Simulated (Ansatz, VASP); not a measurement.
# ZnCu in VASP and in Ansatz

File INCAR:

```
SYSTEM = ZnCu
PREC     = Accurate       ! precision mode
ENCUT    = 820            ! plane-wave cutoff, eV
EDIFF    = 1E-6           ! SCF threshold, eV
ISMEAR   = -1             ! smearing method
SIGMA    = 0.05           ! smearing width, eV
LREAL    = .False.        ! projectors in reciprocal space
LASPH    = .True.         ! aspherical terms in the spheres
NELM     = 120            ! most SCF steps
ALGO     = Normal         ! electronic algorithm
ISIF     = 2              ! what is computed and relaxed
LWAVE    = .False.        ! write WAVECAR
LCHARG   = .False.        ! write CHGCAR
GGA      = PS             ! functional
NBANDS   = 22             ! bands
GGA_COMPAT= .False.
```

File KPOINTS:

```
Automatic mesh
0
Gamma
  9 9 9
  0 0 0
```

The input POSCAR:

```
ZnCu
1.0
    3.0027597620      0.0000000000      0.0000000000
    0.0000000000      3.0027597620      0.0000000000
    0.0000000000      0.0000000000      3.0027597620
Zn Cu
1 1
Direct
    0.5000000000      0.5000000000      0.5000000000
    0.0000000000      0.0000000000      0.0000000000
```

File input.yaml:

```yaml
crystal:
  lattice:
    - [3.002759762, 0.0, 0.0]
    - [0.0, 3.002759762, 0.0]
    - [0.0, 0.0, 3.002759762]
  atoms:
    - { symbol: Zn, position: [0.5, 0.5, 0.5] }
    - { symbol: Cu, position: [0.0, 0.0, 0.0] }
hamiltonian:
  xc: pbesol
  pseudopotentials: { kind: paw }
kpoints:
  mp_grid: { grid: [9, 9, 9] }
scf:
  occupations: { method: fermi_dirac, width: 0.05 }
output:
  forces: true
  stress: true
  eigenvalues: true
  write_density: true
  write_potential: true
  elf: true
  volumetric_format: npy
```

Alike in both runs: task single point; functional PBEsol; k mesh 9 × 9 × 9; occupations fermi-dirac, width 0.05 eV; no spin polarisation.

|  | VASP | Ansatz |
| --- | --- | --- |
| version | VASP 6.6.1 | Ansatz 0.2.0 |
| potentials or method | VASP PAW PBE potentials, release 64 (Zn, Cu_sv_GW) | Ansatz PAW |
| plane-wave cutoff (eV) | 820 | 420 |
| valence electrons in the cell | 31 | 31 |

```csv
,VASP,Ansatz,Ansatz less VASP
gap on the k mesh at the Fermi level (eV),none,none,-
pressure (GPa),-11.0,-10.1,+0.87
```

VASP's potentials were made for PBE, not for PBEsol. A gap of «none» marks a metal or a gap that the smearing closes. The functional is the same, so the differences come from potentials, cutoffs and numerics.
